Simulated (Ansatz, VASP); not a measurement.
## Hf2B: VASP beside Ansatz

```
Hf B
1.0
     0.00000    2.93245    2.93245
     2.93245    0.00000    2.93245
     2.93245    2.93245    0.00000
Hf B
2 1
Direct
  0.25000 0.25000 0.25000
  0.75000 0.75000 0.75000
  0.00000 0.00000 0.00000
```

Alike in both runs: functional PBE; k mesh 14 × 14 × 14; occupations gaussian, width 0.1 eV; no spin polarisation.

Ansatz relaxed the structure, and its values are those at the end. VASP's run is a single point on that final structure, the one shown.

|  | VASP | Ansatz |
| --- | --- | --- |
| version | VASP 6.6.1 | Ansatz 0.2.0 |
| potentials or method | VASP PAW PBE potentials, release 64 (Hf_pv, B), cutoff 520 eV | scalar-relativistic, plane waves, PAW |
| valence electrons in the cell | 23 | 55 |

VASP gave:

```
gap on the k mesh at the Fermi level (eV) : none
pressure (GPa)                            : -0.5
```

Question: Which values does Ansatz return?

Answer: gap on the k mesh at the Fermi level (eV): none; pressure (GPa): 0.0.

A gap of «none» marks a metal or a gap that the smearing closes. VASP's potentials hold 23 valence electrons a cell and Ansatz's 55, so a difference there can come from the potentials and not from the codes.

Neither program's run includes spin-orbit coupling.
